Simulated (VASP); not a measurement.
# MgBe2SeO2: single point with PBE

The system is MgBe2SeO2.

```xyz
6
Lattice="2.4320 -7.8924 0.0000 2.4320 7.8924 0.0000 0.0000 0.0000 2.4879" Properties=species:S:1:pos:R:3 pbc="T T T"
Mg    2.4320    0.0000    0.0000
Be    2.4320    3.9600    0.0000
Be    2.4320   -3.9600    0.0000
Se    0.0000    0.0000    1.2439
O     1.2160    3.9462    1.2439
O     1.2160   -3.9462    1.2439
```

```json
{
 "Program": "VASP 6.6.1",
 "Task": "single point",
 "Functional": "PBE",
 "Potentials or basis": "VASP PAW PBE potentials, release 64 (Mg, Be, Se, O)",
 "Cutoff": "520 eV",
 "k mesh": "4 × 4 × 6",
 "Occupations": "gaussian, width 0.1 eV",
 "Spin": "no spin polarisation"
}
```

The pressure is 0.2 GPa and the largest force is 0.006 eV/Å. The band gap on the k mesh is zero (band 12 reaches 3.73 eV, above the bottom of band 13 at 2.57 eV).

Forces in eV/Å, atoms in the order of the input:
```
Mg   0.000  0.000  0.000
Be   0.000 -0.006  0.000
Be   0.000  0.006  0.000
Se   0.000  0.000  0.000
O    0.000  0.000  0.000
O    0.000  0.000  0.000
```

Levels at points of the mesh, in eV from the Fermi level:
| k point | band 10 | band 11 | band 12 | band 13 | band 14 | band 15 |
| --- | --- | --- | --- | --- | --- | --- |
| (0.00, 0.00, 0.00) | -3.38 | -3.21 | -2.29 | 1.55 | 1.77 | 3.45 |
| (0.50, 0.00, 0.00) | -3.05 | -3.05 | -0.26 | 0.75 | 2.91 | 3.97 |
| (0.50, 0.50, 0.00) | -3.21 | -3.21 | -2.29 | 0.91 | 3.36 | 3.46 |
| (0.00, 0.00, 0.50) | -2.49 | -1.98 | -1.37 | 1.08 | 2.31 | 2.86 |
| (0.50, 0.00, 0.50) | -3.17 | -3.17 | -1.24 | 0.83 | 3.90 | 4.13 |
| (0.50, 0.50, 0.50) | -2.51 | -1.98 | -1.45 | 1.11 | 2.65 | 2.87 |

Run time: 85 s on 1 thread of Intel(R) Xeon(R) Platinum 8375C CPU @ 2.90GHz (Ice Lake), with other jobs on the host, peak memory 0.3 GiB.

Caveat: the k points lie up to 0.42 Å⁻¹ apart.
